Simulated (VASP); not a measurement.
A run of VASP 6.6.1:

The input INCAR:

```
SYSTEM = Sb3P2
  PREC = Accurate
  ENCUT = 520
  EDIFF = 1E-7
  ISMEAR = 0
  SIGMA = 0.1
  LREAL = .FALSE.
  LASPH = .TRUE.
  NELM = 60
  ALGO = Normal
  ISIF = 2
  LWAVE = .FALSE.
  LCHARG = .FALSE.
  GGA = PE
  NBANDS = 20
```

Contents of KPOINTS:

```
regular mesh
0
G
  6 6 6
  0 0 0
```

POSCAR

```
Sb3P2
1.0
    2.0191613950      1.1657633749      8.3940274079
   -2.0191613950      1.1657633749      8.3940274079
    0.0000000000     -2.3315267498      8.3940274079
Sb P
3 2
Direct
    0.0000000000      0.0000000000      0.0000000000
    0.2058192894      0.2058192894      0.2058192894
    0.7941807106      0.7941807106      0.7941807106
    0.3968306904      0.3968306904      0.3968306904
    0.6031693096      0.6031693096      0.6031693096
```

Potentials or basis: VASP PAW PBE potentials, release 64 (Sb, P).

Command:

```console
$ cat potpaw_PBE.64/Sb/POTCAR potpaw_PBE.64/P/POTCAR > POTCAR
$ mpirun -np 1 vasp_std > vasp.out
```

Hardware: 1 thread of Oxide Virtual Turin-like Processor, on a shared host.

Q: How long does it take, and how much memory?

A: It took 9.9 min on 1 thread of Oxide Virtual Turin-like Processor (shared host), peak memory 0.63 GiB. Counts: scf iterations 14, k points 32.
